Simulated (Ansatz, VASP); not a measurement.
# One calculation of AlN, two programs

```
CELL_PARAMETERS angstrom
2.85578 0.00000 0.00000
-1.42789 2.47318 0.00000
0.00000 0.00000 4.88267
ATOMIC_POSITIONS crystal
Al 0.00000 0.00000 0.00000
Al 0.00000 0.00000 0.50000
N 0.33333 0.66667 0.25000
N 0.66667 0.33333 0.75000
```

Change from the starting cell: species swapped into the TiS type (P6_3/mmc, No. 194).

Alike in both runs: task relaxation of cell and atoms; functional PBE; k mesh 12 × 12 × 6; occupations gaussian, width 0.02 eV; no spin polarisation.

|  | VASP | Ansatz |
| --- | --- | --- |
| version | VASP 6.6.1 | Ansatz 0.2.0 |
| potentials or method | VASP PAW PBE potentials, release 64 (Al, N), cutoff 600 eV | scalar-relativistic, plane waves, PAW |
| valence electrons in the cell | 16 | 16 |

|  | VASP | Ansatz | Ansatz less VASP |
| --- | --- | --- | --- |
| gap on the k mesh at the Fermi level, each at its own relaxed structure (eV) | 4.74 | 4.74 | -0.003 |
| relaxed volume (Å³/atom) | 8.61 | 8.62 | +0.015 |
| relaxed cell length with the largest relative difference (Å) | 4.880 | 4.883 | +0.0037 |
